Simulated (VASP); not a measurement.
# MgO2 (R-3m) in VASP: a series of runs

MgO2 is run at these levels: r2SCAN; tasks: single point.

Program: VASP 6.6.1. These are calculated values, not measurements. Logs are shortened: lines on timing, memory, paths and dates and some standing lists are left out, and cuts for length are marked.

## Step 1: The cell of the first run

Symmetry: R-3m, No. 166, trigonal system. The conventional cell has a = 3.049 Å, b = 3.049 Å, c = 9.958 Å, α = 90.00°, β = 90.00°, γ = 120.00°. Mg (site symmetry -3m) has 6 O at 2.00 Å within 2.7 Å. Within 1.9 Å of O (site symmetry 3m) lie 1 O at 1.42 Å.

## Step 2: Single point, r2SCAN (strain -0.050 along x and y, -0.050 along z)

Contents of POSCAR:

```
MgO2
1.0
    1.5245229652      0.8801837444      3.3192799312
   -1.5245229652      0.8801837444      3.3192799312
    0.0000000000     -1.7603674887      3.3192799312
Mg O
1 2
Direct
    0.0000000000      0.0000000000      0.0000000000
    0.4287860000      0.4287860000      0.4287860000
    0.5712140000      0.5712140000      0.5712140000
```

Contents of INCAR.step1:

```
PREC = Accurate ; ENCUT = 520
ISMEAR = 0 ; SIGMA = 0.05
LREAL = False ; LASPH = True
NELM = 100 ; NBANDS = 14
GGA = PE ; ALGO = Normal
EDIFF = 1E-4 ; LWAVE = True
LCHARG = False
```

Contents of INCAR.step2:

```
PREC = Accurate ; ENCUT = 520
EDIFF = 1E-6 ; ISMEAR = 0
SIGMA = 0.05 ; LREAL = False
LASPH = True ; NELM = 100
ALGO = Normal ; ISIF = 2
LWAVE = False ; LCHARG = False
METAGGA = R2SCAN ; LMIXTAU = True
NBANDS = 14 ; ISTART = 1
```

Contents of KPOINTS:

```
Automatic mesh
0
Gamma
  12 12 12
```

Potentials or basis: VASP PAW PBE potentials, release 64 (Mg, O).

Command:

```bash
cat potpaw_PBE.64/Mg/POTCAR potpaw_PBE.64/O/POTCAR > POTCAR
cp INCAR.step1 INCAR
mpirun -np 1 vasp_std > vasp.out
cp INCAR.step2 INCAR
mpirun -np 1 vasp_std > vasp.out
```

OUTCAR:

```text
PREC = Accurate
   ENCUT = 520
   EDIFF = 1E-6
   ISMEAR = 0
   LREAL = False
   LASPH = True
   NELM = 100
   ISIF = 2
   METAGGA = R2SCAN
   ISTART = 1

 ion  position               nearest neighbor table
   1  0.000  0.000  0.000-   3 2.00   3 2.00   2 2.00   2 2.00   3 2.00   2 2.00
   2  0.429  0.429  0.429-   3 1.42   1 2.00   1 2.00   1 2.00
   3  0.571  0.571  0.571-   2 1.42   1 2.00   1 2.00   1 2.00

  LATTYP: Found a trigonal (rhomboedric) cell.
 ALAT       =     3.7571948255
 COS(alpha) =     0.6707160928

  Lattice vectors:

 A1 = (   1.5245229652,   0.8801837444,   3.3192799312)
 A2 = (  -1.5245229652,   0.8801837444,   3.3192799312)
 A3 = (   0.0000000000,  -1.7603674887,   3.3192799312)

Analysis of symmetry for initial positions (statically):
=====================================================================
 Subroutine PRICEL returns:
 Original cell was already a primitive cell.

 Routine SETGRP: Setting up the symmetry group for a
 trigonal (rhombohedral) supercell.

 Subroutine GETGRP returns: Found 12 space group operations
 (whereof 12 operations were pure point group operations)
 out of a pool of 12 trial point group operations.

The static configuration has the point symmetry D_3d.

Analysis of symmetry for dynamics (positions and initial velocities):
=====================================================================
 Subroutine PRICEL returns:
 Original cell was already a primitive cell.

 Routine SETGRP: Setting up the symmetry group for a
 trigonal (rhombohedral) supercell.

 Subroutine GETGRP returns: Found 12 space group operations
 (whereof 12 operations were pure point group operations)
 out of a pool of 12 trial point group operations.

The dynamic configuration has the point symmetry D_3d.

 Subroutine INISYM returns: Found 12 space group operations
 (whereof 12 operations are pure point group operations),
 and found     1 'primitive' translations

----------------------------------------------------------------------------------------

                                     Primitive cell

  volume of cell :      26.7241

  direct lattice vectors                    reciprocal lattice vectors
     1.524522965  0.880183744  3.319279931     0.327971445  0.189354402  0.100423387
    -1.524522965  0.880183744  3.319279931    -0.327971445  0.189354402  0.100423387
     0.000000000 -1.760367489  3.319279931     0.000000000 -0.378708804  0.100423387

  length of vectors
[... 95 lines left out ...]
   NELECT =      14.0000    total number of electrons
   NUPDOWN=      -1.0000    fix difference up-down
   EMIN   =  10.00;   EMAX   =-10.00  energy-range for DOS
   EFERMI =   0.00;   METHOD = LEGACY
   ISMEAR =     0;   SIGMA  =   0.05  broadening in eV -4-tet -1-fermi 0-gaus
   EFERMI_NEDOS =   21; number of points for ismear=-14 and -15
   IALGO  =     38    algorithm
   IMIX   =      4    mixing-type and parameters
     AMIX     =   0.40;   BMIX     =  1.00
     AMIX_MAG =   1.60;   BMIX_MAG =  1.00
  volume/ion in A,a.u.               =       8.91        60.11
  Fermi-wavevector in a.u.,A,eV,Ry     =   1.319725  2.493918 23.696905  1.741673
  Thomas-Fermi vector in A             =   2.449602
   LORBIT       =      0    0 simple, 1 ext, 2 COOP (PROOUT), +10 PAW based schemes
   METAGGA = R2SCAN    functional components
   LHFCALC =     F    Hartree Fock is set to
   AEXX    =    0.0000 exact exchange contribution
   IVDW    =     0    specifies the selected vdW correction
   LEPSILON=     F    determine dielectric tensor
   LRPA    =     F    only Hartree local field effects (RPA)
 non-spin polarized calculation
 Gauss-broadening in eV      SIGMA  =   0.05
  energy-cutoff  :      520.00
  volume of cell :       26.72
 maximum number of plane-waves:       739
   NGX = 13   NGY = 13   NGZ = 13

 number of electron      14.0000000 magnetization

 Free energy of the ion-electron system (eV)
  ---------------------------------------------------
  ext. energy  EPLUGINS =         0.00000000
  ---------------------------------------------------
  free energy    TOTEN  =       -21.37815448 eV

  energy without entropy =      -21.37815448  energy(sigma->0) =      -21.37815448

 E-fermi :   3.8939     XC(G=0): -11.5483

 val. band max:        3.6986787922   @ k =   0.5000   0.5000   0.5000
 cond. band min:       7.6639224339   @ k =   0.5000   0.5000   0.5000
 fundamental gap:      3.9652436417
 Fermi energy:         3.8939383744

 k-point     1 :       0.0000    0.0000    0.0000
  band No.  band energies     occupation
      1     -20.1286      2.00000
      2     -11.7677      2.00000
      3      -5.0306      2.00000
      4      -0.4077      2.00000
      5      -0.4077      2.00000
      6       2.6282      2.00000
      7       2.6282      2.00000
      8       9.5581      0.00000
      9      10.1283      0.00000
     10      18.3193      0.00000
     11      20.0593      0.00000
     12      20.0593      0.00000
     13      20.3849      0.00000
     14      23.1518      0.00000
[... 377 lines left out ...]
      1     -19.4349      2.00000
      2     -12.2693      2.00000
      3      -3.9483      2.00000
      4      -3.0474      2.00000
      5      -1.3113      2.00000
      6       1.9516      2.00000
      7       2.3099      2.00000
      8       9.4381      0.00000
      9      14.4989      0.00000
     10      15.9112      0.00000
     11      18.8361      0.00000
     12      20.3786      0.00000
     13      20.9515      0.00000
     14      23.4570      0.00000

 [... further k-points ...]

------------------------ aborting loop because EDIFF is reached ----------------------------------------

  FORCE on cell =-STRESS in cart. coord.  units (eV):
  Direction    XX          YY          ZZ          XY          YZ          ZX
  --------------------------------------------------------------------------------------
  -------------------------------------------------------------------------------------
  Total        2.4853428      2.4853428      5.5119200      0.0000000      0.0000000      0.0000000
  in kB      149.0028037    149.0028037    330.4540207      0.0000000      0.0000000      0.0000000
  external PRESSURE =     209.4865427 kB  Pullay stress =       0.0000000 kB

 VOLUME and BASIS-vectors are now :
 -----------------------------------------------------------------------------
  energy-cutoff  :      520.00
  volume of cell :       26.72
      direct lattice vectors                 reciprocal lattice vectors
     1.524522965  0.880183744  3.319279931     0.327971445  0.189354402  0.100423387
    -1.524522965  0.880183744  3.319279931    -0.327971445  0.189354402  0.100423387
     0.000000000 -1.760367489  3.319279931     0.000000000 -0.378708804  0.100423387

 POSITION                                       TOTAL-FORCE (eV/Angst)
 -----------------------------------------------------------------------------------
      0.00000      0.00000      0.00000         0.000000     -0.000000     -0.000000
      0.00000      0.00000      4.26978         0.000000     -0.000000     -0.987154
      0.00000      0.00000      5.68806         0.000000      0.000000      0.987154
 -----------------------------------------------------------------------------------
    total drift:                               -0.000000      0.000000      0.000000

  FREE ENERGIE OF THE ION-ELECTRON SYSTEM (eV)
  ---------------------------------------------------
  free  energy   TOTEN  =       -21.3781544767 eV

  energy  without entropy=      -21.3781544767  energy(sigma->0) =      -21.37815448
```

OUTCAR.step1:

```text
PREC = Accurate
   ENCUT = 520
   ISMEAR = 0
   LREAL = False
   LASPH = True
[... 633 lines left out ...]
      0.00000      0.00000      0.00000         0.000000     -0.000000     -0.000000
      0.00000      0.00000      4.26978         0.000000     -0.000000     -0.980666
      0.00000      0.00000      5.68806         0.000000      0.000000      0.980666
 -----------------------------------------------------------------------------------
    total drift:                               -0.000000      0.000000      0.000000

  FREE ENERGIE OF THE ION-ELECTRON SYSTEM (eV)
  ---------------------------------------------------
  free  energy   TOTEN  =       -16.0553947181 eV

  energy  without entropy=      -16.0553947181  energy(sigma->0) =      -16.05539472
```

It took 2 min on 1 thread of AMD EPYC 9R45 (Zen 5), shared host; peak memory 0.18 GiB.

What came out:

```yaml
Free_energy: -21.3782 eV
Pressure: 20.9 GPa
Largest_force: 0.987 eV/Å
Band_gap_on_the_k_mesh: 3.97 eV, direct
```

Forces on the atoms (eV/Å):
```
Mg   0.000  0.000  0.000
O    0.000  0.000 -0.987
O    0.000  0.000  0.987
```

Stress tensor (GPa, compression positive):
```
14.90  0.00  0.00
 0.00 14.90  0.00
 0.00  0.00 33.05
```

Caveat: the cell differs from its parent crystal (strain -0.050 along x and y, -0.050 along z); the PAW data sets were made with another functional, which shifts forces and pressure a little. A k mesh can miss the band edges.

## Step 3: Single point, r2SCAN (strain -0.050 along x and y, -0.025 along z)

Contents of POSCAR:

```
MgO2
1.0
    1.5245229652      0.8801837444      3.4066294030
   -1.5245229652      0.8801837444      3.4066294030
    0.0000000000     -1.7603674887      3.4066294030
Mg O
1 2
Direct
    0.0000000000      0.0000000000      0.0000000000
    0.4287860000      0.4287860000      0.4287860000
    0.5712140000      0.5712140000      0.5712140000
```

Contents of INCAR.step1:

```
SYSTEM = MgO2
ALGO     = Normal         ! electronic algorithm
EDIFF    = 1E-4           ! SCF threshold, eV
ENCUT    = 520            ! plane-wave cutoff, eV
GGA      = PE             ! functional
ISMEAR   = 0              ! smearing method
LASPH    = .True.         ! aspherical terms in the spheres
LCHARG   = .False.        ! write CHGCAR
LREAL    = .False.        ! projectors in reciprocal space
LWAVE    = .True.         ! write WAVECAR
NBANDS   = 14             ! bands
NELM     = 60             ! most SCF steps
PREC     = Accurate       ! precision mode
SIGMA    = 0.05           ! smearing width, eV
```

Contents of INCAR.step2:

```
SYSTEM = MgO2
ALGO     = Normal         ! electronic algorithm
EDIFF    = 1E-7           ! SCF threshold, eV
ENCUT    = 520            ! plane-wave cutoff, eV
ISIF     = 2              ! what is computed and relaxed
ISMEAR   = 0              ! smearing method
ISTART   = 1            
LASPH    = .True.         ! aspherical terms in the spheres
LCHARG   = .False.        ! write CHGCAR
LMIXTAU  = .True.       
LREAL    = .False.        ! projectors in reciprocal space
LWAVE    = .False.        ! write WAVECAR
METAGGA  = R2SCAN         ! meta-GGA
NBANDS   = 14             ! bands
NELM     = 60             ! most SCF steps
PREC     = Accurate       ! precision mode
SIGMA    = 0.05           ! smearing width, eV
```

Contents of KPOINTS:

```
k-points
0
Gamma
  12 12 12
  0 0 0
```

Potentials or basis: VASP PAW PBE potentials, release 64 (Mg, O).

Command:

```bash
cat potpaw_PBE.64/Mg/POTCAR potpaw_PBE.64/O/POTCAR > POTCAR
cp INCAR.step1 INCAR
mpirun -np 1 vasp_std > vasp.out
cp INCAR.step2 INCAR
mpirun -np 1 vasp_std > vasp.out
```

Run time: 3.4 min. Hardware: 1 thread of AMD EPYC 9R45 (Zen 5), shared host; peak memory 0.19 GiB.

The run converged. Its results:

```
Free energy            : -21.4811 eV
Pressure               : 13.3 GPa
Largest force          : 0.022 eV/Å
Band gap on the k mesh : 3.32 eV, direct
```

Forces on the atoms (eV/Å):
```
Mg   0.000  0.000  0.000
O    0.000  0.000 -0.022
O    0.000  0.000  0.022
```

Stress tensor (GPa, compression positive):
```
13.14  0.00  0.00
 0.00 13.14  0.00
 0.00  0.00 13.53
```

Levels at points of the mesh, in eV from the valence-band top:
| k point | band 3 | band 4 | band 5 | band 6 | band 7 | band 8 | band 9 | band 10 | band 11 | band 12 |
| --- | --- | --- | --- | --- | --- | --- | --- | --- | --- | --- |
| (0.00, 0.00, 0.00) | -8.36 | -3.70 | -3.70 | -0.97 | -0.97 | 5.98 | 6.09 | 14.15 | 16.18 | 16.66 |
| (0.50, 0.00, 0.00) | -7.20 | -6.85 | -4.16 | -1.43 | -1.40 | 5.21 | 10.14 | 12.65 | 14.66 | 16.34 |
| (0.50, 0.50, 0.00) | -6.48 | -6.16 | -4.85 | -2.45 | -0.25 | 4.56 | 9.13 | 13.10 | 14.98 | 15.03 |
| (0.50, 0.50, 0.50) | -5.16 | -4.32 | -4.32 | 0.00 | 0.00 | 3.32 | 6.14 | 11.75 | 16.47 | 16.47 |

Caveat: the cell differs from its parent crystal (strain -0.050 along x and y, -0.025 along z); the PAW data sets were made with another functional, which shifts forces and pressure a little. A k mesh can miss the band edges.
